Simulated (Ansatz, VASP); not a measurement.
Two plane-wave programs on V

INCAR

```
SYSTEM = V
ALGO = Fast
EDIFF = 1E-7
ENCUT = 520
GGA = PE
ISIF = 2
ISMEAR = -1
ISPIN = 2
LASPH = .TRUE.
LCHARG = .FALSE.
LMAXMIX = 4
LORBIT = 11
LREAL = .FALSE.
LWAVE = .FALSE.
MAGMOM = 2
NBANDS = 16
NELM = 150
PREC = Accurate
SIGMA = 0.05
```

File KPOINTS:

```
k-points
0
G
  12 12 12
  0 0 0
```

Contents of POSCAR:

```
V
1.0
    0.0000000000      1.8822814960      1.8822814960
    1.8822814960      0.0000000000      1.8822814960
    1.8822814960      1.8822814960      0.0000000000
V
1
Direct
    0.0000000000      0.0000000000      0.0000000000
```

File input.yaml:

```yaml
crystal:
  lattice:
    - [0.0, 1.882281496, 1.882281496]
    - [1.882281496, 0.0, 1.882281496]
    - [1.882281496, 1.882281496, 0.0]
  atoms:
    - { symbol: V, position: [0.0, 0.0, 0.0], spin: 2.0 }
hamiltonian:
  xc: pbe
  pseudopotentials: { kind: paw }
magnetization:
  spin_polarized: true
kpoints:
  mp_grid: { grid: [12, 12, 12] }
scf:
  occupations: { method: fermi_dirac, width: 0.05 }
output:
  forces: true
  stress: true
  eigenvalues: true
  write_density: true
  write_potential: true
  elf: true
  volumetric_format: npy
```

Alike in both runs: task single point; functional PBE; k mesh 12 × 12 × 12; occupations fermi-dirac, width 0.05 eV; collinear spin.

|  | VASP | Ansatz |
| --- | --- | --- |
| version | VASP 6.6.1 | Ansatz 0.2.0 |
| potentials or method | VASP PAW PBE potentials, release 64 (V_sv) | Ansatz PAW |
| plane-wave cutoff (eV) | 520 | 420 |
| valence electrons in the cell | 13 | 13 |

|  | VASP | Ansatz | Ansatz less VASP |
| --- | --- | --- | --- |
| gap on the k mesh at the Fermi level (eV) | none | none | - |
| pressure (GPa) | 8.1 | 7.8 | -0.23 |
| net moment per atom (μB) | 0.00 | 0.00 | 0.000 |

A gap of «none» marks a metal or a gap that the smearing closes. The functional is the same, so the differences come from potentials, cutoffs and numerics.
